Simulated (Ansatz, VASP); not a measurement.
**Sb: VASP beside Ansatz**

File INCAR:

```
SYSTEM = Sb
  PREC = Accurate
  ENCUT = 520
  EDIFF = 1E-6
  ISMEAR = -1
  SIGMA = 0.05
  LREAL = .FALSE.
  LASPH = .TRUE.
  NELM = 80
  ALGO = Normal
  ISIF = 2
  LWAVE = .FALSE.
  LCHARG = .FALSE.
  GGA = PE
  NBANDS = 8
```

KPOINTS

```
regular mesh
0
G
  19 19 19
  0 0 0
```

File POSCAR:

```
Sb
1.0
   -1.4923523432      1.4923523432      2.4591586785
    1.4923523432     -1.4923523432      2.4591586785
    1.4923523432      1.4923523432     -2.4591586785
Sb
1
Direct
    0.0000000000      0.0000000000      0.0000000000
```

Input for Ansatz:

```yaml
crystal:
  lattice:
    - [-1.4923523432, 1.4923523432, 2.4591586785]
    - [1.4923523432, -1.4923523432, 2.4591586785]
    - [1.4923523432, 1.4923523432, -2.4591586785]
  atoms:
    - { symbol: Sb, position: [0.0, 0.0, 0.0] }
kpoints:
  mp_grid: { grid: [19, 19, 19] }
scf:
  occupations: { method: fermi_dirac, width: 0.05 }
hamiltonian:
  xc: pbe
  pseudopotentials: { kind: all_electron, lapw: { basis_error: 0.00025 } }
output:
  forces: true
  stress: true
  eigenvalues: true
```

Change from the starting cell: volume scaled by 0.975.

Alike in both runs: task single point; functional PBE; k mesh 19 × 19 × 19; occupations fermi-dirac, width 0.05 eV; no spin polarisation.

|  | VASP | Ansatz |
| --- | --- | --- |
| version | VASP 6.6.1 | Ansatz 0.2.0 |
| potentials or method | VASP PAW PBE potentials, release 64 (Sb), cutoff 520 eV | all-electron LAPW, scalar-relativistic |

```csv
,VASP,Ansatz,Ansatz less VASP
pressure (GPa),22.9,22.9,0.00
"traceless stress, the component that is largest in VASP (GPa)",-1.92,-1.82,+0.099
```

Ansatz ran all-electron here, and VASP with PAW potentials.

Spin-orbit coupling is off throughout.
